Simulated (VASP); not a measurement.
Input of a VASP 6.6.1 run:

File INCAR:

```
SYSTEM = GaN
PREC = Accurate
ENCUT = 600
EDIFF = 1E-6
ISMEAR = 0
SIGMA = 0.01
LREAL = .False.
LASPH = .True.
NELM = 120
ALGO = Normal
ISIF = 2
LWAVE = .False.
LCHARG = .True.
GGA = PS
IVDW = 13
LELF = .True.
LVHAR = .True.
NBANDS = 26
GGA_COMPAT = .False.
```

File KPOINTS:

```
Automatic mesh
0
Gamma
  6 6 4
  0 0 0
```

Contents of POSCAR:

```
GaN
1.0
    3.3000346668      0.0000000000      0.0000000000
   -1.6500173334      2.8579138548      0.0000000000
    0.0000000000      0.0000000000      4.7558752377
Ga N
2 2
Direct
    0.3333333333      0.6666666667      0.2500000000
    0.6666666667      0.3333333333      0.7500000000
    0.6666666667      0.3333333333      0.2500000000
    0.3333333333      0.6666666667      0.7500000000
```

Potentials or basis: VASP PAW PBE potentials, release 64 (Ga_d, N).

Command:

```sh
$ cat potpaw_PBE.64/Ga_d/POTCAR potpaw_PBE.64/N/POTCAR > POTCAR
$ mpirun -np 1 vasp_std > vasp.out
```

Problem. What does it give for the pressure?

Solution. -3.4 GPa.

Problem. Predict the band gap on the k mesh.

Solution. 1.41 eV.

Problem. Predict the dispersion energy per atom.

Solution. -0.232 eV.

Stress tensor (GPa, compression positive):
```
-3.52  0.00  0.00
 0.00 -3.52  0.00
 0.00  0.00 -3.20
```

Caveat: the cell stands under tension; the PAW data sets were made with another functional, which shifts forces and pressure a little.
